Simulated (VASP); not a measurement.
A run of VASP 6.6.1:

Contents of INCAR:

```
SYSTEM = TiSi2
ALGO = Normal
EDIFF = 1E-6
ENCUT = 520
GGA = PE
ISIF = 2
ISMEAR = 0
LASPH = .TRUE.
LCHARG = .FALSE.
LREAL = .FALSE.
LWAVE = .FALSE.
NBANDS = 29
NELM = 60
PREC = Accurate
SIGMA = 0.15
```

The input KPOINTS:

```
k-points
0
G
  12 12 12
  0 0 0
```

Contents of POSCAR:

```
TiSi2
1.0
    1.7571584210     -6.5403427287      0.0000000000
    1.7571584210      6.5403427287      0.0000000000
    0.0000000000      0.0000000000      3.5457289258
Ti Si
2 4
Direct
    0.8968075258      0.1031924742      0.7500000000
    0.1031924742      0.8968075258      0.2500000000
    0.5591373591      0.4408626409      0.7500000000
    0.4408626409      0.5591373591      0.2500000000
    0.2498287182      0.7501712818      0.7500000000
    0.7501712818      0.2498287182      0.2500000000
```

Potentials or basis: VASP PAW PBE potentials, release 64 (Ti_sv, Si).

Run with:

```sh
$ cat potpaw_PBE.64/Ti_sv/POTCAR potpaw_PBE.64/Si/POTCAR > POTCAR
$ mpirun -np 1 vasp_std > vasp.out
```

Hardware: 1 thread of Intel(R) Xeon(R) Platinum 8259CL CPU @ 2.50GHz (Skylake/Cascade Lake), on a shared host.

Problem. How long does it take, and how much memory?

Solution. Run time: 15 min on 1 thread of Intel(R) Xeon(R) Platinum 8259CL CPU @ 2.50GHz (Skylake/Cascade Lake), with other jobs on the host, peak memory 0.67 GiB. Counts: scf iterations 14, k points 301.
